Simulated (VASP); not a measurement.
# HC24 in VASP: a series of runs

HC24 is run at these levels: PBE+D3(BJ); tasks: single point.

All numbers are computed with VASP 6.6.1; they aren't measurements. Logs are shortened: lines on timing, memory, paths and dates and some standing lists are left out, and cuts for length are marked.

## 1. The cell of the first run

The cell holds a slab with vacuum, 25 atoms: a = 4.930 Å, b = 4.930 Å, c = 25.744 Å, α = 90.00°, β = 90.00°, γ = 120.00°.

## 2. Single point, PBE+D3(BJ)

The input, INCAR:

```
SYSTEM = HC24
PREC = Accurate
ENCUT = 520
EDIFF = 1E-6
ISMEAR = 0
SIGMA = 0.1
LREAL = Auto
LASPH = .TRUE.
NELM = 60
ALGO = Normal
ISIF = 2
LWAVE = .FALSE.
LCHARG = .FALSE.
LDIPOL = .TRUE.
IDIPOL = 3
DIPOL = 0.5 0.5 0.468
GGA = PE
IVDW = 12
NBANDS = 66
```

The input, KPOINTS:

```
regular mesh
0
G
  6 6 1
  0 0 0
```

The input, POSCAR:

```
HC24
1.0
    4.9299480855      0.0000000000      0.0000000000
   -2.4649740427      4.2694602814      0.0000000000
    0.0000000000      0.0000000000     25.7441729792
C H
24 1
Direct
    0.0000000000      0.0000000000      0.3301718026
    0.0000000000      0.5000000000      0.3301718026
    0.5000000000      0.0000000000      0.3301718026
    0.5000000000      0.5000000000      0.3301718026
    0.1666666667      0.3333333333      0.3301718026
    0.1666666667      0.8333333333      0.3301718026
    0.6666666667      0.3333333333      0.3301718026
    0.6666666667      0.8333333333      0.3301718026
    0.0000478107      0.0000239054      0.4608452945
    0.0000000000      0.5000000000      0.4608533353
    0.4999760946      0.0000239054      0.4608452945
    0.4999760946      0.4999521893      0.4608452945
    0.3333333333      0.1666666667      0.4607533376
    0.3332994025      0.6666497012      0.4608387123
    0.8333502988      0.1667005975      0.4608387123
    0.8333502988      0.6666497012      0.4608387123
    0.0063729901      0.0031864950      0.5898229120
    0.0000000000      0.5000000000      0.5918131841
    0.4968135050      0.0031864950      0.5898229120
    0.4968135050      0.4936270099      0.5898229120
    0.1676628923      0.3323371077      0.5897263168
    0.1676628923      0.8353257845      0.5897263168
    0.6646742155      0.3323371077      0.5897263168
    0.6666666667      0.8333333333      0.6020604186
    0.6666666667      0.8333333333      0.6460205855
```

Potentials or basis: VASP PAW PBE potentials, release 64 (C, H).

The run is started by

```sh
$ cat potpaw_PBE.64/C/POTCAR potpaw_PBE.64/H/POTCAR > POTCAR
$ mpirun -np 1 vasp_std > vasp.out
```

OUTCAR:

```text
SYSTEM = HC24
   PREC = Accurate
   ENCUT = 520
   EDIFF = 1E-6
   ISMEAR = 0
   LREAL = Auto
   LASPH = .TRUE.
   NELM = 60
   ISIF = 2
   GGA = PE
   IVDW = 12
 IVDW          = 12

 ion  position               nearest neighbor table
   1  0.000  0.000  0.330-   5 1.42   8 1.42   6 1.42
   2  0.000  0.500  0.330-   6 1.42   7 1.42   5 1.42
   3  0.500  0.000  0.330-   7 1.42   6 1.42   8 1.42
   4  0.500  0.500  0.330-   8 1.42   5 1.42   7 1.42
   5  0.167  0.333  0.330-   1 1.42   4 1.42   2 1.42
   6  0.167  0.833  0.330-   2 1.42   3 1.42   1 1.42
[... 15 lines left out ...]
  22  0.168  0.835  0.590-  17 1.41  19 1.41  18 1.43
  23  0.665  0.332  0.590-  20 1.41  19 1.41  18 1.43
  24  0.667  0.833  0.602-  25 1.13  19 1.48  20 1.48  17 1.48
  25  0.667  0.833  0.646-  24 1.13

  LATTYP: Found a hexagonal cell.
 ALAT       =     4.9299480855
 C/A-ratio  =     5.2219967701

  Lattice vectors:

 A1 = (   4.9299480855,   0.0000000000,   0.0000000000)
 A2 = (  -2.4649740427,   4.2694602814,   0.0000000000)
 A3 = (   0.0000000000,   0.0000000000,  25.7441729792)

Analysis of symmetry for initial positions (statically):
=====================================================================
 Subroutine PRICEL returns:
 Original cell was already a primitive cell.

 Routine SETGRP: Setting up the symmetry group for a
 hexagonal supercell.

 Subroutine GETGRP returns: Found  6 space group operations
 (whereof  2 operations were pure point group operations)
 out of a pool of 24 trial point group operations.

The static configuration has the point symmetry C_1h.
 The point group associated with its full space group is C_3v.

Analysis of symmetry for dynamics (positions and initial velocities):
=====================================================================
 Subroutine PRICEL returns:
 Original cell was already a primitive cell.

 Routine SETGRP: Setting up the symmetry group for a
 hexagonal supercell.

 Subroutine GETGRP returns: Found  6 space group operations
 (whereof  2 operations were pure point group operations)
 out of a pool of 24 trial point group operations.

The dynamic configuration has the point symmetry C_1h.
 The point group associated with its full space group is C_3v.

 Subroutine INISYM returns: Found  6 space group operations
 (whereof  2 operations are pure point group operations),
 and found     1 'primitive' translations

----------------------------------------------------------------------------------------

                                     Primitive cell

  volume of cell :     541.8690

  direct lattice vectors                    reciprocal lattice vectors
     4.929948086  0.000000000  0.000000000     0.202841893  0.117110821  0.000000000
    -2.464974043  4.269460281  0.000000000     0.000000000  0.234221643  0.000000000
     0.000000000  0.000000000 25.744172979     0.000000000  0.000000000  0.038843741

  length of vectors
     4.929948086  4.929948085 25.744172979     0.234221643  0.234221643  0.038843741

  position of ions in fractional coordinates (direct lattice)
     0.000000000  0.000000000  0.330171803
     1.000000000  0.500000000  0.330171803
     0.500000000  0.000000000  0.330171803
     0.500000000  0.500000000  0.330171803
     0.166666667  0.333333333  0.330171803
     0.166666667  0.833333333  0.330171803
[... 17 lines left out ...]
     0.666666667  0.833333333  0.602060419
     0.666666667  0.833333333  0.646020585

  ion indices of the primitive-cell ions
   primitive index   ion index
                 1           1
                 2           2
                 3           3
                 4           4
                 5           5
                 6           6
[... 17 lines left out ...]
                24          24
                25          25

----------------------------------------------------------------------------------------

 KPOINTS: regular mesh

Automatic generation of k-mesh.
 Grid dimensions read from file:
 generate k-points for:    6    6    1

 Generating k-lattice:

[... 43 lines left out ...]
 non-spin polarized calculation
 Gauss-broadening in eV      SIGMA  =   0.10
  energy-cutoff  :      520.00
  volume of cell :      541.87
 maximum number of plane-waves:     14642
 NGX is ok and might be reduce to    40
   NGX = 19   NGY = 19   NGZ = 95

 dipolmoment           0.000000      0.000000      0.128350 electrons x Angstroem

 number of electron      96.9999999 magnetization

 dipolmoment           0.000000      0.000000     -0.090115 electrons x Angstroem

 Free energy of the ion-electron system (eV)
  ---------------------------------------------------
  ext. energy  EPLUGINS =         0.00000000
  ---------------------------------------------------
  free energy    TOTEN  =      -222.96047801 eV

  energy without entropy =     -222.91969189  energy(sigma->0) =     -222.94008495

 E-fermi :  -0.4825     XC(G=0):  -4.4707

 val. band max:       -0.5160547156   @ k =   0.1667   0.1667   0.0000
 cond. band min:      -0.4693375214   @ k =   0.3333   0.3333   0.0000
 fundamental gap:      0.0467171943
 Fermi energy:        -0.4824871344

 k-point     1 :       0.0000    0.0000    0.0000
  band No.  band energies     occupation
      1     -20.2260      2.00000
      2     -20.0570      2.00000
      3     -19.9176      2.00000
      4     -15.0925      2.00000
      5     -14.9637      2.00000
      6     -14.9637      2.00000
[... 52 lines left out ...]
     59       3.1226      0.00000
     60       3.4213      0.00000

 k-point     2 :       0.1667    0.0000    0.0000
  band No.  band energies     occupation
      1     -20.0612      2.00000
      2     -19.8924      2.00000
      3     -19.7542      2.00000
      4     -16.2393      2.00000
      5     -16.0634      2.00000
      6     -15.9543      2.00000
[... 304 lines left out ...]
     59       5.0701      0.00000
     60       5.2854      0.00000

 k-point     7 :       0.3333    0.3333    0.0000
  band No.  band energies     occupation
      1     -18.3448      2.00000
      2     -18.3229      2.00000
      3     -18.1645      2.00000
      4     -18.1111      2.00000
      5     -18.1063      2.00000
      6     -18.0633      2.00000
[... 52 lines left out ...]
     59       5.7694      0.00000
     60       5.7711      0.00000
 [bands above 60 left out]

------------------------ aborting loop because EDIFF is reached ----------------------------------------

 vacuum level on the upper side and lower side of the slab       (xc-potential included)        -0.537         0.217

 Edisp (eV)   -3.19353

 E8    (eV) :    -0.9341

  FORCE on cell =-STRESS in cart. coord.  units (eV):
  Direction    XX          YY          ZZ          XY          YZ          ZX
  --------------------------------------------------------------------------------------
  -------------------------------------------------------------------------------------
  Total       4.01448     4.01448    -0.13829     0.00000     0.00000     0.00000
  in kB      11.86987    11.86987    -0.40890     0.00000     0.00000     0.00000
  external pressure =        7.78 kB  Pullay stress =        0.00 kB

 VOLUME and BASIS-vectors are now :
 -----------------------------------------------------------------------------
  energy-cutoff  :      520.00
  volume of cell :      541.87
      direct lattice vectors                 reciprocal lattice vectors
     4.929948086  0.000000000  0.000000000     0.202841893  0.117110821  0.000000000
    -2.464974043  4.269460281  0.000000000     0.000000000  0.234221643  0.000000000
     0.000000000  0.000000000 25.744172979     0.000000000  0.000000000  0.038843741

 POSITION                                       TOTAL-FORCE (eV/Angst)
 -----------------------------------------------------------------------------------
      0.00000      0.00000      8.50000         0.000970      0.000560      0.004806
     -1.23249      2.13473      8.50000         0.000000      0.000000      0.004268
      2.46497      0.00000      8.50000        -0.000970      0.000560      0.004806
      1.23249      2.13473      8.50000        -0.000000     -0.001120      0.004806
      0.00000      1.42315      8.50000         0.000128     -0.000074     -0.016318
     -1.23249      3.55788      8.50000         0.000000      0.000147     -0.016318
[... 17 lines left out ...]
      1.23249      3.55788     15.49955         0.000000     -0.000000      0.002491
      1.23249      3.55788     16.63127         0.000000     -0.000000      0.019286
 -----------------------------------------------------------------------------------
    total drift:                                0.000003     -0.000002      0.003960

  FREE ENERGIE OF THE ION-ELECTRON SYSTEM (eV)
  ---------------------------------------------------
  free  energy   TOTEN  =      -226.1540101548 eV

  energy  without entropy=     -226.1132240365  energy(sigma->0) =     -226.13361710

 vacuum level on the upper side and lower side of the slab         2.908         3.678
```

Run time: 27 min. Hardware: 1 thread of Intel Xeon 8259CL, shared host; peak memory 0.68 GiB.

What came out:

```
Free energy                : -226.1540 eV
Largest force              : 0.019 eV/Å
Band gap on the k mesh     : zero (an odd number of electrons rules out a gap without spin polarisation)
Dispersion energy per atom : -0.128 eV
```

Forces on the atoms (eV/Å):
```
C    0.001  0.001  0.005
C    0.000  0.000  0.004
C   -0.001  0.001  0.005
C    0.000 -0.001  0.005
C    0.000  0.000 -0.016
C    0.000  0.000 -0.016
C    0.000  0.000 -0.016
C    0.000  0.000 -0.015
C    0.000  0.000  0.005
C    0.000  0.000  0.006
C    0.000  0.000  0.005
C    0.000  0.000  0.005
C    0.000  0.000  0.004
C    0.001  0.000  0.004
C    0.000 -0.001  0.004
C   -0.001  0.000  0.004
C   -0.004 -0.002 -0.005
C    0.000  0.000  0.006
C    0.004 -0.002 -0.005
C    0.000  0.004 -0.005
C   -0.011  0.006 -0.001
C    0.000 -0.013 -0.001
C    0.011  0.006 -0.001
C    0.000  0.000  0.002
H    0.000  0.000  0.019
```

Levels at points of the mesh, in eV from the Fermi level:
```tsv
k point	band 47	band 48	band 49	band 50	band 51	band 52
(0.00, 0.00, 0.00)	-2.17	-2.17	-0.26	1.46	1.46	1.53
(0.50, 0.00, 0.00)	-2.38	-2.23	0.19	2.54	2.66	2.77
```

Caveat: an odd number of electrons without spin polarisation forces a metal; a magnetic or distorted state may lie lower.

## 3. Single point, PBE+D3(BJ)

The input, INCAR:

```
SYSTEM = HC24
PREC = Accurate
ENCUT = 520
EDIFF = 1E-6
ISMEAR = 0
SIGMA = 0.1
LREAL = Auto
LASPH = .True.
NELM = 60
ALGO = Normal
ISIF = 2
LWAVE = .False.
LCHARG = .True.
LDIPOL = .True.
IDIPOL = 3
DIPOL = 0.5 0.5 0.465
GGA = PE
IVDW = 12
LELF = .True.
LVHAR = .True.
LVACPOTAV = .True.
NBANDS = 66
```

The input, KPOINTS:

```
Automatic mesh
0
Gamma
  6 6 1
  0 0 0
```

The input, POSCAR:

```
HC24
1.0
    4.9299480855      0.0000000000      0.0000000000
   -2.4649740427      4.2694602814      0.0000000000
    0.0000000000      0.0000000000     25.7441729792
C H
24 1
Direct
    0.0000000000      0.0000000000      0.3301718026
    0.0000000000      0.5000000000      0.3301718026
    0.5000000000      0.0000000000      0.3301718026
    0.5000000000      0.5000000000      0.3301718026
    0.1666666667      0.3333333333      0.3301718026
    0.1666666667      0.8333333333      0.3301718026
    0.6666666667      0.3333333333      0.3301718026
    0.6666666667      0.8333333333      0.3301718026
   -0.0064601640     -0.0032300820      0.4586941511
    0.0000000000      0.5000000000      0.4602572523
    0.5032300820     -0.0032300820      0.4586941511
    0.5032300820      0.5064601640      0.4586941511
    0.3333333333      0.1666666667      0.4699860107
    0.3352441028      0.6676220514      0.4586107977
    0.8323779486      0.1647558972      0.4586107977
    0.8323779486      0.6676220514      0.4586107977
   -0.0001673571     -0.0000836785      0.5975850790
    0.0000000000      0.5000000000      0.5975817173
    0.5000836785     -0.0000836785      0.5975850790
    0.5000836785      0.5001673571      0.5975850790
    0.1665690484      0.3334309516      0.5976184930
    0.1665690484      0.8331380968      0.5976184930
    0.6668619032      0.3334309516      0.5976184930
    0.6666666667      0.8333333333      0.5974652143
    0.3333333333      0.1666666667      0.5138403155
```

Potentials or basis: VASP PAW PBE potentials, release 64 (C, H).

The run is started by

```sh
$ cat potpaw_PBE.64/C/POTCAR potpaw_PBE.64/H/POTCAR > POTCAR
$ mpirun -np 1 vasp_std > vasp.out
```

Run time: 22 min. Hardware: 1 thread of Intel Xeon 8259CL, shared host; peak memory 0.67 GiB.

The run converged. Its results:

| Property | Result |
| --- | --- |
| Free energy | -226.1695 eV |
| Largest force | 0.049 eV/Å |
| Band gap on the k mesh | zero (an odd number of electrons rules out a gap without spin polarisation) |
| Dispersion energy per atom | -0.127 eV |

Forces on the atoms (eV/Å):
```
C   -0.014 -0.008  0.025
C    0.000  0.000  0.018
C    0.014 -0.008  0.025
C    0.000  0.016  0.025
C   -0.011  0.006 -0.021
C    0.000 -0.013 -0.021
C    0.011  0.006 -0.021
C    0.000  0.000 -0.049
C    0.001  0.001 -0.007
C    0.000  0.000 -0.004
C   -0.001  0.001 -0.007
C    0.000 -0.001 -0.007
C    0.000  0.000  0.019
C   -0.010 -0.006  0.002
C    0.000  0.011  0.002
C    0.010 -0.006  0.002
C    0.005  0.003  0.001
C    0.000  0.000  0.005
C   -0.005  0.003  0.001
C    0.000 -0.006  0.001
C    0.008 -0.005  0.000
C    0.000  0.009  0.000
C   -0.008 -0.005  0.000
C    0.000  0.000  0.001
H    0.000  0.000  0.009
```

Levels at points of the mesh, in eV from the Fermi level:
```
           k point  band 45  band 46  band 47  band 48  band 49  band 50  band 51  band 52  band 53  band 54
(0.00, 0.00, 0.00)    -2.48    -2.42    -2.27    -2.27    -0.23     1.37     1.37     1.54     1.57     1.57
(0.50, 0.00, 0.00)    -2.86    -2.83    -2.69    -2.37     0.24     2.48     2.70     2.71     2.78     2.89
```

Caveat: an odd number of electrons without spin polarisation forces a metal; a magnetic or distorted state may lie lower.

## 4. Single point, PBE+D3(BJ)

The input, INCAR:

```
PREC = Accurate
ENCUT = 520
EDIFF = 1E-7
ISMEAR = 0
SIGMA = 0.1
LREAL = Auto
LASPH = T
NELM = 80
ALGO = Normal
ISIF = 2
LWAVE = F
LCHARG = F
LDIPOL = T
IDIPOL = 3
DIPOL = 0.5 0.5 0.468
GGA = PE
IVDW = 12
NBANDS = 66
```

The input, KPOINTS:

```
Automatic mesh
0
Gamma
  6 6 1
```

The input, POSCAR:

```
HC24
1.0
    4.9299480855      0.0000000000      0.0000000000
   -2.4649740427      4.2694602814      0.0000000000
    0.0000000000      0.0000000000     25.7441729792
C H
24 1
Direct
    0.0000000000      0.0000000000      0.3301718026
    0.0000000000      0.5000000000      0.3301718026
    0.5000000000      0.0000000000      0.3301718026
    0.5000000000      0.5000000000      0.3301718026
    0.1666666667      0.3333333333      0.3301718026
    0.1666666667      0.8333333333      0.3301718026
    0.6666666667      0.3333333333      0.3301718026
    0.6666666667      0.8333333333      0.3301718026
    0.0022433549     -0.0023229723      0.4611107020
    0.0022508912      0.4977491088      0.4611028195
    0.5022724292     -0.0022724292      0.4611287158
    0.5023229723      0.4977566451      0.4611107020
    0.3356312494      0.1643687506      0.4611113882
    0.3356269156      0.6644194157      0.4610947442
    0.8355805843      0.1643730844      0.4610947442
    0.8356131220      0.6643868780      0.4610166983
    0.0044035774     -0.0139867626      0.5900326761
    0.0044305165      0.4955694835      0.5900278498
    0.5075868532     -0.0075868532      0.5920041431
    0.5139867626      0.4955964226      0.5900326761
    0.1742880593      0.3257119407      0.6022770240
    0.1722789406      0.8247158519      0.5899254930
    0.6752841481      0.3277210594      0.5899254930
    0.6752541348      0.8247458652      0.5899343371
    0.1743967030      0.3256032970      0.6462140872
```

The run is started by

```sh
$ cat potpaw_PBE.64/C/POTCAR potpaw_PBE.64/H/POTCAR > POTCAR
$ mpirun -np 1 vasp_std > vasp.out
```

It took 59 min on 1 thread of Intel Xeon 8259CL, shared host; peak memory 0.78 GiB.

The run converged. Its results:

- Free energy: -226.1544 eV
- Largest force: 0.034 eV/Å
- Band gap on the k mesh: zero (an odd number of electrons rules out a gap without spin polarisation)
- Dispersion energy per atom: -0.128 eV

Forces in eV/Å, atoms in the order of the input:
```
C   -0.002  0.000  0.007
C   -0.003  0.002  0.007
C   -0.002  0.001  0.006
C   -0.001  0.002  0.007
C   -0.003  0.002 -0.012
C   -0.003  0.002 -0.014
C   -0.003  0.002 -0.014
C   -0.003  0.002 -0.014
C    0.008 -0.004  0.002
C    0.008 -0.004  0.001
C    0.007 -0.004 -0.002
C    0.008 -0.005  0.002
C    0.001 -0.001  0.003
C    0.003 -0.001  0.004
C    0.003 -0.002  0.004
C    0.003 -0.002 -0.002
C   -0.002  0.010 -0.001
C    0.009 -0.005 -0.006
C   -0.002  0.001  0.005
C   -0.009 -0.003 -0.001
C   -0.006  0.003 -0.007
C    0.003  0.005 -0.003
C   -0.003 -0.005 -0.003
C   -0.009  0.005 -0.002
H   -0.003  0.002  0.034
```

Levels at points of the mesh, in eV from the Fermi level:
```
           k point  band 46  band 47  band 48  band 49  band 50  band 51
(0.00, 0.00, 0.00)    -2.22    -2.17    -2.16    -0.26     1.45     1.47
(0.50, 0.00, 0.00)    -2.75    -2.38    -2.23     0.19     2.55     2.66
(0.50, 0.50, 0.00)    -2.75    -2.38    -2.23     0.19     2.53     2.67
```

Caveat: an odd number of electrons without spin polarisation forces a metal; a magnetic or distorted state may lie lower.

## 5. Overview

```csv
cell,gap on the mesh (eV),largest force (eV/Å)
"as given, atomic positions A",none,0.02
"as given, atomic positions B",none,0.05
"as given, atomic positions C",none,0.03
```

Alike in all rows: task single point; level PBE+D3(BJ); potentials or basis VASP PAW PBE potentials, release 64 (C, H); no spin polarisation; k mesh 6 × 6 × 1; cutoff (eV) 520; smearing gaussian 0.1 eV.

Caveats: an odd number of electrons without spin polarisation forces a metal; a magnetic or distorted state may lie lower.

Total energies depend on the potentials used, so only differences within one code and one set of settings carry meaning.

The gap in the log of VASP goes by the Fermi energy; the results here count the filled bands.